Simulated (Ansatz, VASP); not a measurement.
## One calculation of Sn, two programs

Contents of INCAR:

```
SYSTEM = Sn
PREC     = Accurate       ! precision mode
ENCUT    = 520            ! plane-wave cutoff, eV
EDIFF    = 1E-6           ! SCF threshold, eV
ISMEAR   = 0              ! smearing method
SIGMA    = 0.15           ! smearing width, eV
LREAL    = .False.        ! projectors in reciprocal space
LASPH    = .True.         ! aspherical terms in the spheres
NELM     = 60             ! most SCF steps
ALGO     = Fast           ! electronic algorithm
ISIF     = 2              ! what is computed and relaxed
LWAVE    = .False.        ! write WAVECAR
LCHARG   = .False.        ! write CHGCAR
GGA      = PS             ! functional
NBANDS   = 21             ! bands
```

Contents of KPOINTS:

```
Automatic mesh
0
Gamma
  18 18 18
  0 0 0
```

The input POSCAR:

```
Sn
1.0
    0.0000000000      3.5532004113      2.7714963208
    3.5532004113      0.0000000000      2.7714963208
    3.5532004113      3.5532004113      0.0000000000
Sn
2
Direct
    0.5000000000      0.5000000000      0.5000000000
    0.7500000000      0.7500000000      0.7500000000
```

Input for Ansatz:

```yaml
crystal:
  lattice:
    - [0.0, 3.5532004113, 2.7714963208]
    - [3.5532004113, 0.0, 2.7714963208]
    - [3.5532004113, 3.5532004113, 0.0]
  atoms:
    - { symbol: Sn, position: [0.5, 0.5, 0.5] }
    - { symbol: Sn, position: [0.75, 0.75, 0.75] }
basis:
  ecutwfc: 420
kpoints:
  mp_grid: { grid: [18, 18, 18] }
hamiltonian:
  xc: pbesol
scf:
  occupations: { method: gaussian, width: 0.15 }
output:
  forces: true
  stress: true
  eigenvalues: true
```

Alike in both runs: task single point; functional PBEsol; k mesh 18 × 18 × 18; occupations gaussian, width 0.15 eV; no spin polarisation.

```csv
,VASP,Ansatz
version,VASP 6.6.1,Ansatz 0.2.0
potentials or method,"VASP PAW PBE potentials, release 64 (Sn_d), cutoff 520 eV","scalar-relativistic, plane waves, PAW"
valence electrons in the cell,28,28
```

|  | VASP | Ansatz | Ansatz less VASP |
| --- | --- | --- | --- |
| gap on the k mesh at the Fermi level (eV) | none | none | - |
| pressure (GPa) | -0.9 | -0.9 | +0.07 |
| traceless stress, the component that is largest in VASP (GPa) | 2.41 | 2.40 | -0.002 |

VASP's potentials were made for PBE, not for PBEsol. A gap of «none» marks a metal or a gap that the smearing closes.
